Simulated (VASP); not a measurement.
Wanted: the native input for a VASP 6.6.1 run.

```
Task                   : single point
Functional             : PBEsol
Potentials or basis    : VASP PAW PBE potentials, release 64 (Nb_sv)
Cutoff                 : 500 eV
k mesh                 : 11 × 11 × 11
Occupations            : fermi-dirac, width 0.1 eV
Spin                   : no spin polarisation
Dipole correction      : no
Further INCAR settings : ALGO = Normal; EDIFF = 1e-06; NBANDS = 12
```

The structure of Nb lies in POSCAR:

```
Nb
1.0
    0.0000000000      2.1150000000      2.1150000000
    2.1150000000      0.0000000000      2.1150000000
    2.1150000000      2.1150000000      0.0000000000
Nb
1
Direct
    0.0000000000      0.0000000000      0.0000000000
```

This isn't the form of Nb at room conditions, which is bcc.

The input as run:

INCAR

```
SYSTEM = Nb
PREC     = Accurate       ! precision mode
ENCUT    = 500            ! plane-wave cutoff, eV
EDIFF    = 1E-6           ! SCF threshold, eV
ISMEAR   = -1             ! smearing method
SIGMA    = 0.1            ! smearing width, eV
LREAL    = .False.        ! projectors in reciprocal space
LASPH    = .True.         ! aspherical terms in the spheres
NELM     = 120            ! most SCF steps
ALGO     = Normal         ! electronic algorithm
ISIF     = 2              ! what is computed and relaxed
LWAVE    = .False.        ! write WAVECAR
LCHARG   = .True.         ! write CHGCAR
GGA      = PS             ! functional
LELF     = .True.         ! ELF
LVHAR    = .True.       
NBANDS   = 12             ! bands
GGA_COMPAT= .False.
```

KPOINTS

```
Automatic mesh
0
Gamma
  11 11 11
  0 0 0
```

Potentials or basis: VASP PAW PBE potentials, release 64 (Nb_sv).

Launch:

```console
$ cat potpaw_PBE.64/Nb_sv/POTCAR > POTCAR
$ mpirun -np 1 vasp_std > vasp.out
```

It gave:

```json
{"Pressure": "-7.4 GPa", "Band gap on the k mesh": "zero (an odd number of electrons rules out a gap without spin polarisation)"}
```

Caveat: the cell stands under tension; the PAW data sets were made with another functional, which shifts forces and pressure a little.

Run time: 4.6 s on 1 thread of Intel(R) Xeon(R) 6975P-C (Granite Rapids), on a shared host, peak memory 0.14 GiB.
